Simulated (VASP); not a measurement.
# Ga2SbP3: single point with PBE

Crystal: Ga2SbP3.

```xyz
6
Lattice="6.2495 0.0000 0.0000 -3.1248 5.4122 0.0000 0.0000 0.0000 3.5200" Properties=species:S:1:pos:R:3 pbc="T T T"
Ga    0.0000    3.6082    0.0000
Ga    3.1248    1.8041    0.0000
Sb    0.0000    0.0000    0.0000
P     3.1248    0.0000    1.7600
P     1.5624    2.7061    1.7600
P    -1.5624    2.7061    1.7600
```

```yaml
Program: VASP 6.6.1
Task: single point
Functional: PBE
Potentials_or_basis: VASP PAW PBE potentials, release 64 (Ga_d, Sb, P)
Cutoff: 520 eV
k_mesh: 6 × 6 × 10
Occupations: gaussian, width 0.1 eV
Spin: no spin polarisation
```

| Item | Value |
| --- | --- |
| Pressure | 0.0 GPa |
| Band gap on the k mesh | zero (band 23 reaches 7.35 eV, above the bottom of band 24 at 4.94 eV) |

Levels at points of the mesh, in eV from the Fermi level:
```csv
k point,band 21,band 22,band 23,band 24,band 25,band 26
"(0.00, 0.00, 0.00)",0.00,0.45,0.45,0.98,2.59,2.59
"(0.50, 0.00, 0.00)",-1.14,-0.96,0.42,0.86,0.99,1.85
"(0.00, 0.00, 0.50)",-2.91,-2.72,-1.65,-1.65,1.64,1.83
"(0.50, 0.00, 0.50)",-1.38,-1.24,-1.04,0.00,0.07,0.20
```

Run time: 2 min on 1 thread of Intel(R) Xeon(R) Platinum 8259CL CPU @ 2.50GHz (Skylake/Cascade Lake), with other jobs on the host, peak memory 0.33 GiB.

Caveat: spin-orbit coupling is left out, which moves the levels of the heavy elements.
